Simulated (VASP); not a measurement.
A run of VASP 6.6.1:

Contents of INCAR:

```
SYSTEM = S
  ALGO = Normal
  EDIFF = 1E-6
  ENCUT = 520
  GGA = PE
  ISIF = 2
  ISMEAR = -1
  LASPH = .TRUE.
  LCHARG = .FALSE.
  LREAL = .FALSE.
  LWAVE = .FALSE.
  NBANDS = 9
  NELM = 60
  PREC = Accurate
  SIGMA = 0.08
```

Contents of KPOINTS:

```
k-points
0
G
  20 20 20
  0 0 0
```

File POSCAR:

```
S
1.0
   -1.3408948689      1.3408948689      1.3408948689
    1.3408948689     -1.3408948689      1.3408948689
    1.3408948689      1.3408948689     -1.3408948689
S
1
Direct
    0.0000000000      0.0000000000      0.0000000000
```

Potentials or basis: VASP PAW PBE potentials, release 64 (S).

Launch:

```sh
$ cat potpaw_PBE.64/S/POTCAR > POTCAR
$ mpirun -np 1 vasp_std > vasp.out
```

Hardware: 1 thread of Intel(R) Xeon(R) Platinum 8488C (Sapphire Rapids) (shared host).

**Question.** How long does it take, and how much memory?

**Answer.** It took 13 s on 1 thread of Intel(R) Xeon(R) Platinum 8488C (Sapphire Rapids), on a shared host, peak memory 0.13 GiB. Counts: scf iterations 10, k points 256.
